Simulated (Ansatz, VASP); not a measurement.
Two plane-wave programs on Ga

```xyz
1
Lattice="2.8080 0.0000 0.0000 0.0000 2.8080 0.0000 -1.4040 -1.4040 2.2290" Properties=species:S:1:pos:R:3 pbc="T T T"
Ga    0.0000    0.0000    0.0000
```

Alike in both runs: task single point; functional PBE; k mesh 16 × 16 × 16; occupations gaussian, width 0.05 eV; no spin polarisation.

|  | VASP | Ansatz |
| --- | --- | --- |
| version | VASP 6.6.1 | Ansatz 0.2.0 |
| potentials or method | VASP PAW PBE potentials, release 64 (Ga_d), cutoff 520 eV | scalar-relativistic, plane waves, PAW |
| valence electrons in the cell | 13 | 13 |

```csv
,VASP,Ansatz,Ansatz less VASP
gap on the k mesh at the Fermi level (eV),none,none,-
pressure (GPa),4.6,4.5,-0.07
"traceless stress, the component that is largest in VASP (GPa)",-0.59,-0.56,+0.023
```

A gap of «none» marks a metal or a gap that the smearing closes.
